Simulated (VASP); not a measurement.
Write the native input for VASP 6.6.1 that does the following.

```
Task                   : electric field gradients
Functional             : PBEsol
Potentials or basis    : VASP PAW PBE potentials, release 64 (Ag)
Cutoff                 : 520 eV
k mesh                 : 15 × 15 × 15
Occupations            : fermi-dirac, width 0.03 eV
Spin                   : no spin polarisation
Dipole correction      : no
Further INCAR settings : ALGO = Normal; EDIFF = 1e-08; NBANDS = 12
```

The structure of Ag lies in POSCAR:

```
Ag
1.0
    0.0000000000      2.0839620000      2.0431000000
    2.0839620000      0.0000000000      2.0431000000
    2.0839620000      2.0839620000      0.0000000000
Ag
1
Direct
    0.0000000000      0.0000000000      0.0000000000
```

This cell differs from its parent crystal: equal xx and yy strain of +2 %.

One way to write it, as run:

INCAR

```
SYSTEM = Ag
ALGO = Normal ; EDIFF = 1E-8
ENCUT = 520 ; GGA = PS
ISIF = 2 ; ISMEAR = -1
LASPH = .TRUE. ; LCHARG = .FALSE.
LEFG = .TRUE. ; LREAL = .FALSE.
LWAVE = .FALSE. ; NBANDS = 12
NELM = 100 ; PREC = Accurate
SIGMA = 0.03
```

KPOINTS

```
k-points
0
G
  15 15 15
  0 0 0
```

Potentials or basis: VASP PAW PBE potentials, release 64 (Ag).

Launch:

```bash
$ cat potpaw_PBE.64/Ag/POTCAR > POTCAR
$ mpirun -np 1 vasp_std > vasp.out
```

Results of the run:

| Item | Value |
| --- | --- |
| Pressure | -6.5 GPa |

Caveat: the cell differs from its parent crystal (equal xx and yy strain of +2 %); without QUAD_EFG the Cq values of the log hold for a quadrupole moment of 1 mb, not for the nuclei; the PAW data sets were made with another functional, which shifts forces and pressure a little.

It took 17 s on 1 thread of Intel(R) Xeon(R) 6975P-C (Granite Rapids) (shared host), peak memory 0.19 GiB.
